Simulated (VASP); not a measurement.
# C (Pm-3m) in VASP: a series of runs

The runs below take C through single point, relaxation of cell and atoms, with PBEsol.

All numbers are computed with VASP 6.6.1; they aren't measurements. Logs are shortened: lines on timing, memory, paths and dates and some standing lists are left out, and cuts for length are marked.

## Step 1: The cell of the first run

The structure is cubic, space group Pm-3m (No. 221). Conventional cell: a = 1.508 Å, b = 1.508 Å, c = 1.508 Å, α = 90.00°, β = 90.00°, γ = 90.00°. Within 2.0 Å of C (site symmetry m-3m) lie 6 C at 1.51 Å.

## Step 2: Single point, PBEsol

The input, INCAR:

```
  ALGO = Normal
  EDIFF = 1E-6
  ENCUT = 600
  GGA = PS
  GGA_COMPAT = F
  ISIF = 2
  ISMEAR = -1
  LASPH = T
  LCHARG = F
  LREAL = F
  LWAVE = F
  NBANDS = 8
  NELM = 120
  PREC = Accurate
  SIGMA = 0.08
```

The input, KPOINTS:

```
k-points
0
Gamma
  25 25 25
```

The input, POSCAR:

```
C
1.0
    1.5084847295      0.0000000000      0.0000000000
    0.0000000000      1.5084847295      0.0000000000
    0.0000000000      0.0000000000      1.5084847295
C
1
Direct
    0.0000000000      0.0000000000      0.0000000000
```

Potentials or basis: VASP PAW PBE potentials, release 64 (C).

On the command line:

```bash
cat potpaw_PBE.64/C/POTCAR > POTCAR
mpirun -np 1 vasp_std > vasp.out
```

OUTCAR:

```text
EDIFF = 1E-6
   ENCUT = 600
   GGA = PS
   ISIF = 2
   ISMEAR = -1
   LASPH = T
   LREAL = F
   NELM = 120
   PREC = Accurate

 ion  position               nearest neighbor table
   1  0.000  0.000  0.000-

  LATTYP: Found a simple cubic cell.
 ALAT       =     1.5084847295

  Lattice vectors:

 A1 = (   1.5084847295,   0.0000000000,   0.0000000000)
 A2 = (   0.0000000000,   1.5084847295,   0.0000000000)
 A3 = (   0.0000000000,   0.0000000000,   1.5084847295)

Analysis of symmetry for initial positions (statically):
=====================================================================
 Subroutine PRICEL returns:
 Original cell was already a primitive cell.

 Routine SETGRP: Setting up the symmetry group for a
 simple cubic supercell.

 Subroutine GETGRP returns: Found 48 space group operations
 (whereof 48 operations were pure point group operations)
 out of a pool of 48 trial point group operations.

The static configuration has the point symmetry O_h .

Analysis of symmetry for dynamics (positions and initial velocities):
=====================================================================
 Subroutine PRICEL returns:
 Original cell was already a primitive cell.

 Routine SETGRP: Setting up the symmetry group for a
 simple cubic supercell.

 Subroutine GETGRP returns: Found 48 space group operations
 (whereof 48 operations were pure point group operations)
 out of a pool of 48 trial point group operations.

The dynamic configuration has the point symmetry O_h .

 Subroutine INISYM returns: Found 48 space group operations
 (whereof 48 operations are pure point group operations),
 and found     1 'primitive' translations

----------------------------------------------------------------------------------------

                                     Primitive cell

  volume of cell :       3.4326

  direct lattice vectors                    reciprocal lattice vectors
     1.508484729  0.000000000  0.000000000     0.662916886  0.000000000  0.000000000
     0.000000000  1.508484729  0.000000000     0.000000000  0.662916886  0.000000000
     0.000000000  0.000000000  1.508484729     0.000000000  0.000000000  0.662916886

  length of vectors
     1.508484729  1.508484729  1.508484729     0.662916886  0.662916886  0.662916886

  position of ions in fractional coordinates (direct lattice)
     0.000000000  0.000000000  0.000000000

  ion indices of the primitive-cell ions
[... 68 lines left out ...]
   ISPIN  =      1    spin polarized calculation?
   LNONCOLLINEAR =      F non collinear calculations
   LSORBIT =      F    spin-orbit coupling
   LASPH  =      T    aspherical Exc in radial PAW
   ENCUT  =  600.0 eV  44.10 Ry    6.64 a.u.   3.01  3.01  3.01*2*pi/ulx,y,z
   NELM   =    120;   NELMIN=  2; NELMDL= -5     # of ELM steps
   EDIFF  = 0.1E-05   stopping-criterion for ELM
   LREAL  =      F    real-space projection
   EDIFFG = 0.1E-04   stopping-criterion for IOM
   NSW    =      0    number of steps for IOM
   IBRION =     -1    ionic relax: 0-MD 1-quasi-New 2-CG
   NFREE  =      0    steps in history (QN), initial steepest desc. (CG)
   ISIF   =      2    stress and relaxation
   ISYM   =      2    0-nonsym 1-usesym 2-fastsym
   POTIM  = 0.5000    time-step for ionic-motion
   TEBEG  =    0.0;   TEEND  =   0.0 temperature during run
   PSTRESS=    0.0 pullay stress
   NELECT =       4.0000    total number of electrons
   NUPDOWN=      -1.0000    fix difference up-down
   EMIN   =  10.00;   EMAX   =-10.00  energy-range for DOS
   EFERMI =   0.00;   METHOD = LEGACY
   ISMEAR =    -1;   SIGMA  =   0.08  broadening in eV -4-tet -1-fermi 0-gaus
   EFERMI_NEDOS =   21; number of points for ismear=-14 and -15
   IALGO  =     38    algorithm
   IMIX   =      4    mixing-type and parameters
     AMIX     =   0.40;   BMIX     =  1.00
     AMIX_MAG =   1.60;   BMIX_MAG =  1.00
  volume/ion in A,a.u.               =       3.43        23.16
  Fermi-wavevector in a.u.,A,eV,Ry     =   1.722743  3.255513 40.379977  2.967845
  Thomas-Fermi vector in A             =   2.798750
   LORBIT       =      0    0 simple, 1 ext, 2 COOP (PROOUT), +10 PAW based schemes
   GGA     = PS    functional components
   LHFCALC =     F    Hartree Fock is set to
   AEXX    =    0.0000 exact exchange contribution
   IVDW    =     0    specifies the selected vdW correction
   LEPSILON=     F    determine dielectric tensor
   LRPA    =     F    only Hartree local field effects (RPA)
 non-spin polarized calculation
  energy-cutoff  :      600.00
  volume of cell :        3.43
 maximum number of plane-waves:       136
   NGX =  7   NGY =  7   NGZ =  7

 number of electron       4.0000001 magnetization

 Free energy of the ion-electron system (eV)
  ---------------------------------------------------
  ext. energy  EPLUGINS =         0.00000000
  ---------------------------------------------------
  free energy    TOTEN  =        -5.33806857 eV

  energy without entropy =       -5.33497179  energy(sigma->0) =       -5.33652018

 E-fermi :  20.7613     XC(G=0): -16.4552

 val. band max:       20.6943589192   @ k =   0.2400   0.2000   0.2000
 cond. band min:      20.7791466393   @ k =   0.4800   0.4000   0.2800
 fundamental gap:      0.0847877201
 Fermi energy:        20.7613315806

 k-point     1 :       0.0000    0.0000    0.0000
  band No.  band energies     occupation
      1     -10.8326      2.00000
      2      33.9147      0.00000
      3      33.9147      0.00000
      4      33.9147      0.00000
      5      51.1650      0.00000
      6      51.1650      0.00000
      7      65.4387      0.00000
      8      96.1220      0.00000
[... 243 lines left out ...]
 k-point    24 :       0.4400    0.0400    0.0000
  band No.  band energies     occupation
      1      -1.1120      2.00000
      2       6.2001      2.00000
      3      38.9836      0.00000
      4      39.5416      0.00000
      5      58.7485      0.00000
      6      62.2089      0.00000
      7      70.1058      0.00000
      8      71.2023      0.00000

 [... further k-points ...]
[... 5 lines left out ...]
  --------------------------------------------------------------------------------------
  -------------------------------------------------------------------------------------
  Total        8.4056428      8.4056428      8.4056428      0.0000000     -0.0000000      0.0000000
  in kB     3923.3653892   3923.3653892   3923.3653892      0.0000000     -0.0000000      0.0000000
  external PRESSURE =    3923.3653892 kB  Pullay stress =       0.0000000 kB

 VOLUME and BASIS-vectors are now :
 -----------------------------------------------------------------------------
  energy-cutoff  :      600.00
  volume of cell :        3.43
      direct lattice vectors                 reciprocal lattice vectors
     1.508484729  0.000000000  0.000000000     0.662916886  0.000000000  0.000000000
     0.000000000  1.508484729  0.000000000     0.000000000  0.662916886  0.000000000
     0.000000000  0.000000000  1.508484729     0.000000000  0.000000000  0.662916886

 POSITION                                       TOTAL-FORCE (eV/Angst)
 -----------------------------------------------------------------------------------
      0.00000      0.00000      0.00000         0.000000      0.000000      0.000000
 -----------------------------------------------------------------------------------
    total drift:                               -0.000000     -0.000000     -0.000000

  FREE ENERGIE OF THE ION-ELECTRON SYSTEM (eV)
  ---------------------------------------------------
  free  energy   TOTEN  =        -5.3380685677 eV

  energy  without entropy=       -5.3349717878  energy(sigma->0) =       -5.33652018
```

stdout:

```text
POSCAR found type information on POSCAR C
 POSCAR found :  1 types and       1 ions
 scaLAPACK will be used
 -----------------------------------------------------------------------------
|                                                                             |
|                                                                             |
|     You enforced a specific xc type in the INCAR file but a different       |
|     I HOPE YOU KNOW WHAT YOU ARE DOING!                                     |
|                                                                             |
 -----------------------------------------------------------------------------

 LDA part: xc-table for (Slater+PW92), standard interpolation
 POSCAR, INCAR and KPOINTS ok, starting setup
 FFT: planning ... GRIDC
 FFT: planning ... GRID_SOFT
 FFT: planning ... GRID
 WAVECAR not read
 entering main loop
```

Run time: 9.5 s. Hardware: 1 thread of Intel Xeon 8259CL, shared host; peak memory 0.11 GiB.

What came out:

| Quantity | Value |
| --- | --- |
| Free energy | -5.3381 eV |
| Pressure | 392.3 GPa |
| Band gap on the k mesh | zero (band 2 reaches 33.91 eV, above the bottom of band 3 at 18.22 eV) |

Levels at points of the mesh, in eV from the Fermi level:
```csv
k point,band 1,band 2,band 3,band 4,band 5,band 6,band 7
"(0.00, 0.00, 0.00)",-31.59,13.15,13.15,13.15,30.40,30.40,44.68
```

Caveat: the PAW data sets were made with another functional, which shifts forces and pressure a little.

## Step 3: Single point, PBEsol

The input, INCAR:

```
ALGO     = Normal         # electronic algorithm
EDIFF    = 1E-6           # SCF threshold, eV
ENCUT    = 600            # plane-wave cutoff, eV
GGA      = PS             # functional
GGA_COMPAT= False        
ISIF     = 2              # what is computed and relaxed
ISMEAR   = -1             # smearing method
LASPH    = True           # aspherical terms in the spheres
LCHARG   = False          # write CHGCAR
LREAL    = False          # projectors in reciprocal space
LWAVE    = False          # write WAVECAR
NBANDS   = 8              # bands
NELM     = 120            # most SCF steps
PREC     = Accurate       # precision mode
SIGMA    = 0.08           # smearing width, eV
```

KPOINTS is that of step 2.

The input, POSCAR:

```
C
1.0
    1.5087513639      0.0000000000      0.0000000000
    0.0000000000      1.5087513639      0.0000000000
    0.0000000000      0.0000000000      1.5087513639
C
1
Direct
    0.0000000000      0.0000000000      0.0000000000
```

Potentials or basis: VASP PAW PBE potentials, release 64 (C).

On the command line:

```bash
cat potpaw_PBE.64/C/POTCAR > POTCAR
mpirun -np 1 vasp_std > vasp.out
```

Wall time 12 s (1 thread of Intel Xeon 8259CL, shared host); peak memory 0.11 GiB.

It converged, with:

- Free energy: -5.3425 eV
- Pressure: 391.5 GPa
- Band gap on the k mesh: zero (band 2 reaches 33.90 eV, above the bottom of band 3 at 18.21 eV)

Levels at points of the mesh, in eV from the Fermi level:
```csv
k point,band 1,band 2,band 3,band 4,band 5,band 6
"(0.00, 0.00, 0.00)",-31.58,13.15,13.15,13.15,30.40,30.40
```

Caveat: the PAW data sets were made with another functional, which shifts forces and pressure a little.

## Step 4: Relaxation of cell and atoms, PBEsol, target pressure 390 GPa, at which the enthalpy is minimised

The input, INCAR:

```
SYSTEM = C
PREC     = Accurate       ! precision mode
ENCUT    = 600            ! plane-wave cutoff, eV
EDIFF    = 1E-7           ! SCF threshold, eV
ISMEAR   = -1             ! smearing method
SIGMA    = 0.08           ! smearing width, eV
LREAL    = .FALSE.        ! projectors in reciprocal space
LASPH    = .TRUE.         ! aspherical terms in the spheres
NELM     = 120            ! most SCF steps
ALGO     = Normal         ! electronic algorithm
ISIF     = 3              ! what is computed and relaxed
LWAVE    = .FALSE.        ! write WAVECAR
LCHARG   = .FALSE.        ! write CHGCAR
GGA      = PS             ! functional
IBRION   = 2              ! ionic algorithm
NSW      = 32             ! ionic steps
EDIFFG   = -0.005         ! ionic threshold
PSTRESS  = 3900.0       
GGA_COMPAT= .FALSE.      
NELMIN   = 4
```

The input, KPOINTS:

```
Automatic mesh
0
G
  25 25 25
  0 0 0
```

The input, POSCAR:

```
C
1.0
    1.5084847295      0.0000000000      0.0000000000
    0.0000000000      1.5084847295      0.0000000000
    0.0000000000      0.0000000000      1.5084847295
C
1
Direct
    0.0000000000      0.0000000000      0.0000000000
```

On the command line:

```bash
cat potpaw_PBE.64/C/POTCAR > POTCAR
mpirun -np 1 vasp_std > vasp.out
```

Wall time 20 s (1 thread of Intel Xeon 8259CL, shared host); peak memory 0.11 GiB.

It converged, with:

| Item | Value |
| --- | --- |
| Free energy | -5.3505 eV |
| Relaxed volume | 3.44 Å³/atom |
| Relaxed cell | a = 1.509 Å, b = 1.509 Å, c = 1.509 Å, α = 90.00°, β = 90.00°, γ = 90.00° |
| Space group after relaxing (to 0.05 Å) | Pm-3m (No. 221) |
| Energy change on relaxing (the enthalpy is what falls) | -12.5 meV/atom |
| Ionic steps | 3 |
| Pressure after relaxing | 390.0 GPa |
| Band gap on the k mesh | zero (band 2 reaches 33.87 eV, above the bottom of band 3 at 18.19 eV) |

Step by step:
```
step  energy change (eV)  largest force (eV/Å)  pressure (GPa)  volume (Å³)
   1              0.0000                0.0000          392.33         3.43
   2             -0.0600                0.0000          381.09         3.46
   3             -0.0125                0.0000          390.00         3.44
```

Final structure:
```
C
1.0
     1.50923    0.00000    0.00000
     0.00000    1.50923    0.00000
     0.00000    0.00000    1.50923
C
1
Direct
  0.00000 0.00000 0.00000
```

Levels at points of the mesh, in eV from the Fermi level:
| k point | band 1 | band 2 | band 3 | band 4 | band 5 |
| --- | --- | --- | --- | --- | --- |
| (0.00, 0.00, 0.00) | -31.56 | 13.14 | 13.14 | 13.14 | 30.39 |

Caveat: the cell is relaxed towards a set pressure, so the enthalpy falls and the energy may rise; the PAW data sets were made with another functional, which shifts forces and pressure a little.

(Continued in part 2 of 2.)
